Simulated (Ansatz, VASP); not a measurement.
## Two plane-wave programs on WS

```
W S
1.0
     3.11878    0.00000    0.00000
    -1.55939    2.70095    0.00000
     0.00000    0.00000    6.68513
W S
2 2
Direct
  0.00000 0.00000 0.00000
  0.00000 0.00000 0.50000
  0.33333 0.66667 0.25000
  0.66667 0.33333 0.75000
```

Alike in both runs: functional PBEsol; k mesh 18 × 18 × 8; occupations gaussian, width 0.1 eV; no spin polarisation.

Ansatz relaxed the structure, and its values are those at the end. VASP's run is a single point on that final structure, the one shown.

```csv
,VASP,Ansatz
version,VASP 6.6.1,Ansatz 0.2.0
potentials or method,"VASP PAW PBE potentials, release 64 (W_sv, S), cutoff 520 eV","scalar-relativistic, plane waves, PAW"
valence electrons in the cell,40,40
```

|  | VASP | Ansatz | Ansatz less VASP |
| --- | --- | --- | --- |
| gap on the k mesh at the Fermi level (eV) | none | none | - |
| pressure (GPa) | 0.6 | 0.0 | -0.61 |

VASP's potentials were made for PBE, not for PBEsol. A gap of «none» marks a metal or a gap that the smearing closes. The functional is the same, so the differences come from potentials, cutoffs and numerics.

Neither program's run includes spin-orbit coupling.
